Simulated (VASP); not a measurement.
Here is a VASP 6.6.1 calculation.

Contents of INCAR:

```
PREC     = Accurate       # precision mode
ENCUT    = 520            # plane-wave cutoff, eV
EDIFF    = 1E-6           # SCF threshold, eV
ISMEAR   = 0              # smearing method
SIGMA    = 0.05           # smearing width, eV
LREAL    = F              # projectors in reciprocal space
LASPH    = T              # aspherical terms in the spheres
NELM     = 80             # most SCF steps
ALGO     = Normal         # electronic algorithm
ISIF     = 2              # what is computed and relaxed
LWAVE    = F              # write WAVECAR
LCHARG   = T              # write CHGCAR
GGA      = PS             # functional
LELF     = T              # ELF
LVHAR    = T            
NBANDS   = 54             # bands
```

Contents of KPOINTS:

```
regular mesh
0
Gamma
  8 8 8
```

POSCAR

```
FeGe
1.0
    4.5417229451      0.0000000000      0.0000000000
    0.0000000000      4.5417229451      0.0000000000
    0.0000000000      0.0000000000      4.5417229451
Fe Ge
4 4
Direct
    0.1355406784      0.1355406784      0.1355406784
    0.6355406784      0.3644593216      0.8644593216
    0.8644593216      0.6355406784      0.3644593216
    0.3644593216      0.8644593216      0.6355406784
    0.8391371169      0.8391371169      0.8391371169
    0.3391371169      0.6608628831      0.1608628831
    0.1608628831      0.3391371169      0.6608628831
    0.6608628831      0.1608628831      0.3391371169
```

Potentials or basis: VASP PAW PBE potentials, release 64 (Fe, Ge_d).

Run with:

```bash
$ cat potpaw_PBE.64/Fe/POTCAR potpaw_PBE.64/Ge_d/POTCAR > POTCAR
$ mpirun -np 1 vasp_std > vasp.out
```

Problem. Estimate the pressure.

Solution. 5.5 GPa.

Problem. What does it give for the largest force?

Solution. 0.033 eV/Å.

Problem. Estimate the band gap on the k mesh.

Solution. 0.11 eV (least direct gap 0.13 eV).

Forces on the atoms (eV/Å):
```
Fe   0.019  0.019  0.019
Fe   0.019 -0.019 -0.019
Fe  -0.019  0.019 -0.019
Fe  -0.019 -0.019  0.019
Ge   0.002  0.002  0.002
Ge   0.002 -0.002 -0.002
Ge  -0.002  0.002 -0.002
Ge  -0.002 -0.002  0.002
```

Caveat: the cell stands under pressure; the PAW data sets were made with another functional, which shifts forces and pressure a little. A k mesh can miss the band edges.
